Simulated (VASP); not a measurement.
# Te (Fm-3m) in VASP: further runs

Runs on Te. Level: r2SCAN. Tasks: single point.

All numbers are computed with VASP 6.6.1; they aren't measurements. Logs are shortened: lines on timing, memory, paths and dates and some standing lists are left out, and cuts for length are marked.

### Step 1. The cell of the first run

The structure is cubic, space group Fm-3m (No. 225). Conventional cell: a = 4.711 Å, b = 4.711 Å, c = 4.711 Å, α = 90.00°, β = 90.00°, γ = 90.00°. Te (site symmetry m-3m) has 12 Te at 3.33 Å within 4.4 Å.

### Step 2. Single point, r2SCAN (volume scaled by 0.92)

File POSCAR:

```
Te
1.0
    0.0000000000      2.3555588288      2.3555588288
    2.3555588288      0.0000000000      2.3555588288
    2.3555588288      2.3555588288      0.0000000000
Te
1
Direct
    0.0000000000      0.0000000000      0.0000000000
```

File INCAR.step1:

```
PREC = Accurate ; ENCUT = 520
ISMEAR = -1 ; SIGMA = 0.1
LREAL = F ; LASPH = T
NELM = 80 ; NBANDS = 9
GGA = PE ; ALGO = Normal
EDIFF = 1E-4 ; LWAVE = T
LCHARG = F
```

File INCAR.step2:

```
PREC = Accurate ; ENCUT = 520
EDIFF = 1E-7 ; ISMEAR = -1
SIGMA = 0.1 ; LREAL = F
LASPH = T ; NELM = 80
ALGO = Normal ; ISIF = 2
LWAVE = F ; LCHARG = F
METAGGA = R2SCAN ; LMIXTAU = T
NBANDS = 9 ; ISTART = 1
```

File KPOINTS:

```
regular mesh
0
Gamma
  13 13 13
```

Potentials or basis: VASP PAW PBE potentials, release 64 (Te).

On the command line:

```console
$ cat potpaw_PBE.64/Te/POTCAR > POTCAR
$ cp INCAR.step1 INCAR
$ mpirun -np 1 vasp_std > vasp.out
$ cp INCAR.step2 INCAR
$ mpirun -np 1 vasp_std > vasp.out
```

OUTCAR:

```text
PREC = Accurate
   ENCUT = 520
   EDIFF = 1E-7
   ISMEAR = -1
   LREAL = F
   LASPH = T
   NELM = 80
   ISIF = 2
   METAGGA = R2SCAN
   ISTART = 1

 ion  position               nearest neighbor table
   1  0.000  0.000  0.000-

  LATTYP: Found a face centered cubic cell.
 ALAT       =     4.7111176576

  Lattice vectors:

 A1 = (   0.0000000000,   2.3555588288,   2.3555588288)
 A2 = (   2.3555588288,   0.0000000000,   2.3555588288)
 A3 = (   2.3555588288,   2.3555588288,   0.0000000000)

Analysis of symmetry for initial positions (statically):
=====================================================================
 Subroutine PRICEL returns:
 Original cell was already a primitive cell.

 Routine SETGRP: Setting up the symmetry group for a
 face centered cubic supercell.

 Subroutine GETGRP returns: Found 48 space group operations
 (whereof 48 operations were pure point group operations)
 out of a pool of 48 trial point group operations.

The static configuration has the point symmetry O_h .

Analysis of symmetry for dynamics (positions and initial velocities):
=====================================================================
 Subroutine PRICEL returns:
 Original cell was already a primitive cell.

 Routine SETGRP: Setting up the symmetry group for a
 face centered cubic supercell.

 Subroutine GETGRP returns: Found 48 space group operations
 (whereof 48 operations were pure point group operations)
 out of a pool of 48 trial point group operations.

The dynamic configuration has the point symmetry O_h .

 Subroutine INISYM returns: Found 48 space group operations
 (whereof 48 operations are pure point group operations),
 and found     1 'primitive' translations

----------------------------------------------------------------------------------------

                                     Primitive cell

  volume of cell :      26.1404

  direct lattice vectors                    reciprocal lattice vectors
     0.000000000  2.355558829  2.355558829    -0.212263856  0.212263856  0.212263856
     2.355558829  0.000000000  2.355558829     0.212263856 -0.212263856  0.212263856
     2.355558829  2.355558829  0.000000000     0.212263856  0.212263856 -0.212263856

  length of vectors
     3.331263243  3.331263243  3.331263243     0.367651783  0.367651783  0.367651783

  position of ions in fractional coordinates (direct lattice)
     0.000000000  0.000000000  0.000000000

  ion indices of the primitive-cell ions
   primitive index   ion index
                 1           1
[... 70 lines left out ...]
   ENCUT  =  520.0 eV  38.22 Ry    6.18 a.u.   6.19  6.19  6.19*2*pi/ulx,y,z
   NELM   =     80;   NELMIN=  2; NELMDL=  0     # of ELM steps
   EDIFF  = 0.1E-06   stopping-criterion for ELM
   LREAL  =      F    real-space projection
   EDIFFG = 0.1E-05   stopping-criterion for IOM
   NSW    =      0    number of steps for IOM
   IBRION =     -1    ionic relax: 0-MD 1-quasi-New 2-CG
   NFREE  =      0    steps in history (QN), initial steepest desc. (CG)
   ISIF   =      2    stress and relaxation
   ISYM   =      2    0-nonsym 1-usesym 2-fastsym
   POTIM  = 0.5000    time-step for ionic-motion
   TEBEG  =    0.0;   TEEND  =   0.0 temperature during run
   PSTRESS=    0.0 pullay stress
   NELECT =       6.0000    total number of electrons
   NUPDOWN=      -1.0000    fix difference up-down
   EMIN   =  10.00;   EMAX   =-10.00  energy-range for DOS
   EFERMI =   0.00;   METHOD = LEGACY
   ISMEAR =    -1;   SIGMA  =   0.10  broadening in eV -4-tet -1-fermi 0-gaus
   EFERMI_NEDOS =   21; number of points for ismear=-14 and -15
   IALGO  =     38    algorithm
   IMIX   =      4    mixing-type and parameters
     AMIX     =   0.40;   BMIX     =  1.00
     AMIX_MAG =   1.60;   BMIX_MAG =  1.00
  volume/ion in A,a.u.               =      26.14       176.40
  Fermi-wavevector in a.u.,A,eV,Ry     =   1.002354  1.894175 13.669968  1.004714
  Thomas-Fermi vector in A             =   2.134836
   LORBIT       =      0    0 simple, 1 ext, 2 COOP (PROOUT), +10 PAW based schemes
   METAGGA = R2SCAN    functional components
   LHFCALC =     F    Hartree Fock is set to
   AEXX    =    0.0000 exact exchange contribution
   IVDW    =     0    specifies the selected vdW correction
   LEPSILON=     F    determine dielectric tensor
   LRPA    =     F    only Hartree local field effects (RPA)
 non-spin polarized calculation
  energy-cutoff  :      520.00
  volume of cell :       26.14
 maximum number of plane-waves:       725
 NGX is ok and might be reduce to    28
   NGX = 13   NGY = 13   NGZ = 13

 number of electron       6.0000000 magnetization

 Free energy of the ion-electron system (eV)
  ---------------------------------------------------
  ext. energy  EPLUGINS =         0.00000000
  ---------------------------------------------------
  free energy    TOTEN  =       -24.85331083 eV

  energy without entropy =      -24.82907395  energy(sigma->0) =      -24.84119239

 E-fermi :   8.8904     XC(G=0): -11.0134

 val. band max:        8.8276877743   @ k =  -0.4615   0.3077   0.1538
 cond. band min:       8.9651365415   @ k =   0.3077   0.3077   0.0000
 fundamental gap:      0.1374487672
 Fermi energy:         8.8903685422

 k-point     1 :       0.0000    0.0000    0.0000
  band No.  band energies     occupation
      1      -6.2652      2.00000
      2      12.5630      0.00000
      3      12.5630      0.00000
      4      12.5630      0.00000
      5      18.9991      0.00000
      6      18.9991      0.00000
      7      18.9991      0.00000
      8      20.3168      0.00000
      9      20.8536      0.00000
[... 265 lines left out ...]
 k-point    24 :       0.4615    0.1538    0.0000
  band No.  band energies     occupation
      1      -2.9357      2.00000
      2       3.2080      2.00000
      3       8.9761      0.59596
      4       9.9467      0.00005
      5      15.7484      0.00000
      6      19.3918      0.00000
      7      20.1898      0.00000
      8      22.3274      0.00000
      9      23.3879      0.00000

 [... further k-points ...]
[... 5 lines left out ...]
  --------------------------------------------------------------------------------------
  -------------------------------------------------------------------------------------
  Total        0.8478908      0.8478908      0.8478908     -0.0000000      0.0000000      0.0000000
  in kB       51.9683181     51.9683181     51.9683181     -0.0000000      0.0000000      0.0000000
  external PRESSURE =      51.9683181 kB  Pullay stress =       0.0000000 kB

 VOLUME and BASIS-vectors are now :
 -----------------------------------------------------------------------------
  energy-cutoff  :      520.00
  volume of cell :       26.14
      direct lattice vectors                 reciprocal lattice vectors
     0.000000000  2.355558829  2.355558829    -0.212263856  0.212263856  0.212263856
     2.355558829  0.000000000  2.355558829     0.212263856 -0.212263856  0.212263856
     2.355558829  2.355558829  0.000000000     0.212263856  0.212263856 -0.212263856

 POSITION                                       TOTAL-FORCE (eV/Angst)
 -----------------------------------------------------------------------------------
      0.00000      0.00000      0.00000         0.000000      0.000000     -0.000000
 -----------------------------------------------------------------------------------
    total drift:                                0.000000      0.000000      0.000000

  FREE ENERGIE OF THE ION-ELECTRON SYSTEM (eV)
  ---------------------------------------------------
  free  energy   TOTEN  =       -24.8533108298 eV

  energy  without entropy=      -24.8290739540  energy(sigma->0) =      -24.84119239
```

OUTCAR.step1:

```text
PREC = Accurate
   ENCUT = 520
   ISMEAR = -1
   LREAL = F
   LASPH = T
   NELM = 80
[... 502 lines left out ...]

 POSITION                                       TOTAL-FORCE (eV/Angst)
 -----------------------------------------------------------------------------------
      0.00000      0.00000      0.00000         0.000000      0.000000      0.000000
 -----------------------------------------------------------------------------------
    total drift:                                0.000000      0.000000      0.000000

  FREE ENERGIE OF THE ION-ELECTRON SYSTEM (eV)
  ---------------------------------------------------
  free  energy   TOTEN  =        -2.7128832933 eV

  energy  without entropy=       -2.6870932621  energy(sigma->0) =       -2.69998828
```

Wall time 62 s (1 thread of Intel Xeon Platinum 8488C (Sapphire Rapids), shared host); peak memory 0.17 GiB.

Results:

| Property | Result |
| --- | --- |
| Free energy | -24.8533 eV |
| Pressure | 5.2 GPa |
| Band gap on the k mesh | zero (band 3 reaches 12.56 eV, above the bottom of band 4 at 6.67 eV) |

Levels at points of the mesh, in eV from the Fermi level:
```
           k point  band 1  band 2  band 3  band 4  band 5  band 6  band 7  band 8
(0.00, 0.00, 0.00)  -15.16    3.67    3.67    3.67   10.11   10.11   10.11   11.43
```

Caveat: the cell differs from its parent crystal (volume scaled by 0.92); the PAW data sets were made with another functional, which shifts forces and pressure a little; spin-orbit coupling is left out, which moves the levels of the heavy elements.

### Step 3. Single point, r2SCAN (volume scaled by 0.96)

File POSCAR:

```
Te
1.0
    0.0000000000      2.3892142163      2.3892142163
    2.3892142163      0.0000000000      2.3892142163
    2.3892142163      2.3892142163      0.0000000000
Te
1
Direct
    0.0000000000      0.0000000000      0.0000000000
```

File INCAR.step1:

```
SYSTEM = Te
PREC = Accurate
ENCUT = 520
ISMEAR = -1
SIGMA = 0.1
LREAL = .False.
LASPH = .True.
NELM = 60
NBANDS = 9
GGA = PE
ALGO = Normal
EDIFF = 1E-4
LWAVE = .True.
LCHARG = .False.
```

File INCAR.step2:

```
SYSTEM = Te
PREC = Accurate
ENCUT = 520
EDIFF = 1E-7
ISMEAR = -1
SIGMA = 0.1
LREAL = .False.
LASPH = .True.
NELM = 60
ALGO = Normal
ISIF = 2
LWAVE = .False.
LCHARG = .False.
METAGGA = R2SCAN
LMIXTAU = .True.
NBANDS = 9
ISTART = 1
```

File KPOINTS:

```
regular mesh
0
Gamma
  13 13 13
  0 0 0
```

Potentials or basis: VASP PAW PBE potentials, release 64 (Te).

On the command line:

```console
$ cat potpaw_PBE.64/Te/POTCAR > POTCAR
$ cp INCAR.step1 INCAR
$ mpirun -np 1 vasp_std > vasp.out
$ cp INCAR.step2 INCAR
$ mpirun -np 1 vasp_std > vasp.out
```

OUTCAR:

```text
SYSTEM = Te
   PREC = Accurate
   ENCUT = 520
   EDIFF = 1E-7
   ISMEAR = -1
   LREAL = .False.
   LASPH = .True.
   NELM = 60
   ISIF = 2
   METAGGA = R2SCAN
   ISTART = 1

 ion  position               nearest neighbor table
   1  0.000  0.000  0.000-

  LATTYP: Found a face centered cubic cell.
 ALAT       =     4.7784284326

  Lattice vectors:

 A1 = (   0.0000000000,   2.3892142163,   2.3892142163)
 A2 = (   2.3892142163,   0.0000000000,   2.3892142163)
 A3 = (   2.3892142163,   2.3892142163,   0.0000000000)

Analysis of symmetry for initial positions (statically):
=====================================================================
 Subroutine PRICEL returns:
 Original cell was already a primitive cell.

 Routine SETGRP: Setting up the symmetry group for a
 face centered cubic supercell.

 Subroutine GETGRP returns: Found 48 space group operations
 (whereof 48 operations were pure point group operations)
 out of a pool of 48 trial point group operations.

The static configuration has the point symmetry O_h .

Analysis of symmetry for dynamics (positions and initial velocities):
=====================================================================
 Subroutine PRICEL returns:
 Original cell was already a primitive cell.

 Routine SETGRP: Setting up the symmetry group for a
 face centered cubic supercell.

 Subroutine GETGRP returns: Found 48 space group operations
 (whereof 48 operations were pure point group operations)
 out of a pool of 48 trial point group operations.

The dynamic configuration has the point symmetry O_h .

 Subroutine INISYM returns: Found 48 space group operations
 (whereof 48 operations are pure point group operations),
 and found     1 'primitive' translations

[... 106 lines left out ...]
   EFERMI =   0.00;   METHOD = LEGACY
   ISMEAR =    -1;   SIGMA  =   0.10  broadening in eV -4-tet -1-fermi 0-gaus
   EFERMI_NEDOS =   21; number of points for ismear=-14 and -15
   IALGO  =     38    algorithm
   IMIX   =      4    mixing-type and parameters
     AMIX     =   0.40;   BMIX     =  1.00
     AMIX_MAG =   1.60;   BMIX_MAG =  1.00
  volume/ion in A,a.u.               =      27.28       184.07
  Fermi-wavevector in a.u.,A,eV,Ry     =   0.988235  1.867493 13.287560  0.976608
  Thomas-Fermi vector in A             =   2.119747
   LORBIT       =      0    0 simple, 1 ext, 2 COOP (PROOUT), +10 PAW based schemes
   METAGGA = R2SCAN    functional components
   LHFCALC =     F    Hartree Fock is set to
   AEXX    =    0.0000 exact exchange contribution
   IVDW    =     0    specifies the selected vdW correction
   LEPSILON=     F    determine dielectric tensor
   LRPA    =     F    only Hartree local field effects (RPA)
 non-spin polarized calculation
  energy-cutoff  :      520.00
  volume of cell :       27.28
 maximum number of plane-waves:       748
 NGX is ok and might be reduce to    28
   NGX = 13   NGY = 13   NGZ = 13

 number of electron       6.0000000 magnetization

 Free energy of the ion-electron system (eV)
  ---------------------------------------------------
  ext. energy  EPLUGINS =         0.00000000
  ---------------------------------------------------
  free energy    TOTEN  =       -24.87925215 eV

  energy without entropy =      -24.85279251  energy(sigma->0) =      -24.86602233

 E-fermi :   8.2554     XC(G=0): -10.7988

 val. band max:        8.2246566377   @ k =  -0.4615   0.3077   0.1538
 cond. band min:       8.3193245093   @ k =   0.4615   0.1538   0.0000
 fundamental gap:      0.0946678716
 Fermi energy:         8.2553917257

 k-point     1 :       0.0000    0.0000    0.0000
  band No.  band energies     occupation
      1      -6.5086      2.00000
      2      11.6773      0.00000
      3      11.6773      0.00000
      4      11.6773      0.00000
      5      18.3031      0.00000
      6      18.3031      0.00000
      7      18.3031      0.00000
      8      19.6837      0.00000
      9      19.7659      0.00000
[... 265 lines left out ...]
 k-point    24 :       0.4615    0.1538    0.0000
  band No.  band energies     occupation
      1      -3.3905      2.00000
      2       2.8390      2.00000
      3       8.3193      0.69080
      4       9.2499      0.00010
      5      15.1651      0.00000
      6      18.5204      0.00000
      7      19.4338      0.00000
      8      21.4950      0.00000
      9      22.6747      0.00000

 [... further k-points ...]
[... 5 lines left out ...]
  --------------------------------------------------------------------------------------
  -------------------------------------------------------------------------------------
  Total        0.3757541      0.3757541      0.3757541      0.0000000      0.0000000     -0.0000000
  in kB       22.0708467     22.0708467     22.0708467      0.0000000      0.0000000     -0.0000000
  external PRESSURE =      22.0708467 kB  Pullay stress =       0.0000000 kB

 VOLUME and BASIS-vectors are now :
 -----------------------------------------------------------------------------
  energy-cutoff  :      520.00
  volume of cell :       27.28
      direct lattice vectors                 reciprocal lattice vectors
     0.000000000  2.389214216  2.389214216    -0.209273826  0.209273826  0.209273826
     2.389214216  0.000000000  2.389214216     0.209273826 -0.209273826  0.209273826
     2.389214216  2.389214216  0.000000000     0.209273826  0.209273826 -0.209273826

 POSITION                                       TOTAL-FORCE (eV/Angst)
 -----------------------------------------------------------------------------------
      0.00000      0.00000      0.00000         0.000000      0.000000     -0.000000
 -----------------------------------------------------------------------------------
    total drift:                                0.000000      0.000000      0.000000

  FREE ENERGIE OF THE ION-ELECTRON SYSTEM (eV)
  ---------------------------------------------------
  free  energy   TOTEN  =       -24.8792521535 eV

  energy  without entropy=      -24.8527925142  energy(sigma->0) =      -24.86602233
```

It took 58 s on 1 thread of Intel Xeon Platinum 8488C (Sapphire Rapids), shared host; peak memory 0.17 GiB.

What came out:

* Free energy: -24.8793 eV
* Pressure: 2.2 GPa
* Band gap on the k mesh: zero (band 3 reaches 11.68 eV, above the bottom of band 4 at 6.20 eV)

Caveat: the cell differs from its parent crystal (volume scaled by 0.96); the PAW data sets were made with another functional, which shifts forces and pressure a little; spin-orbit coupling is left out, which moves the levels of the heavy elements.

### Step 4. Single point, r2SCAN

This run uses another cell than the first one, of 28.41 Å³/atom, 1.087 times its volume.

File POSCAR:

```
Te
1.0
    0.0000000000      2.4219472457      2.4219472457
    2.4219472457      0.0000000000      2.4219472457
    2.4219472457      2.4219472457      0.0000000000
Te
1
Direct
    0.0000000000      0.0000000000      0.0000000000
```

File INCAR.step1:

```
SYSTEM = Te
PREC     = Accurate       ! precision mode
ENCUT    = 520            ! plane-wave cutoff, eV
ISMEAR   = -1             ! smearing method
SIGMA    = 0.1            ! smearing width, eV
LREAL    = .FALSE.        ! projectors in reciprocal space
LASPH    = .TRUE.         ! aspherical terms in the spheres
NELM     = 80             ! most SCF steps
NBANDS   = 9              ! bands
GGA      = PE             ! functional
ALGO     = Normal         ! electronic algorithm
EDIFF    = 1E-4           ! SCF threshold, eV
LWAVE    = .TRUE.         ! write WAVECAR
LCHARG   = .FALSE.        ! write CHGCAR
```

File INCAR.step2:

```
SYSTEM = Te
PREC     = Accurate       ! precision mode
ENCUT    = 520            ! plane-wave cutoff, eV
EDIFF    = 1E-6           ! SCF threshold, eV
ISMEAR   = -1             ! smearing method
SIGMA    = 0.1            ! smearing width, eV
LREAL    = .FALSE.        ! projectors in reciprocal space
LASPH    = .TRUE.         ! aspherical terms in the spheres
NELM     = 80             ! most SCF steps
ALGO     = Normal         ! electronic algorithm
ISIF     = 2              ! what is computed and relaxed
LWAVE    = .FALSE.        ! write WAVECAR
LCHARG   = .FALSE.        ! write CHGCAR
METAGGA  = R2SCAN         ! meta-GGA
LMIXTAU  = .TRUE.       
NBANDS   = 9              ! bands
ISTART   = 1
```

File KPOINTS:

```
regular mesh
0
G
  13 13 13
  0 0 0
```

On the command line:

```console
$ cat potpaw_PBE.64/Te/POTCAR > POTCAR
$ cp INCAR.step1 INCAR
$ mpirun -np 1 vasp_std > vasp.out
$ cp INCAR.step2 INCAR
$ mpirun -np 1 vasp_std > vasp.out
```

Wall time 45 s (1 thread of Intel Xeon Platinum 8488C (Sapphire Rapids), shared host); peak memory 0.17 GiB.

It converged, with:

```yaml
Free_energy: -24.8863 eV
Pressure: -0.2 GPa
Band_gap_on_the_k_mesh: zero (band 3 reaches 10.86 eV, above the bottom of band 4 at 5.77 eV)
```

Levels at points of the mesh, in eV from the Fermi level:
| k point | band 1 | band 2 | band 3 | band 4 | band 5 | band 6 | band 7 | band 8 |
| --- | --- | --- | --- | --- | --- | --- | --- | --- |
| (0.00, 0.00, 0.00) | -14.41 | 3.19 | 3.19 | 3.19 | 9.99 | 9.99 | 9.99 | 10.93 |

Caveat: the PAW data sets were made with another functional, which shifts forces and pressure a little; spin-orbit coupling is left out, which moves the levels of the heavy elements.

(Continued in part 2 of 2.)
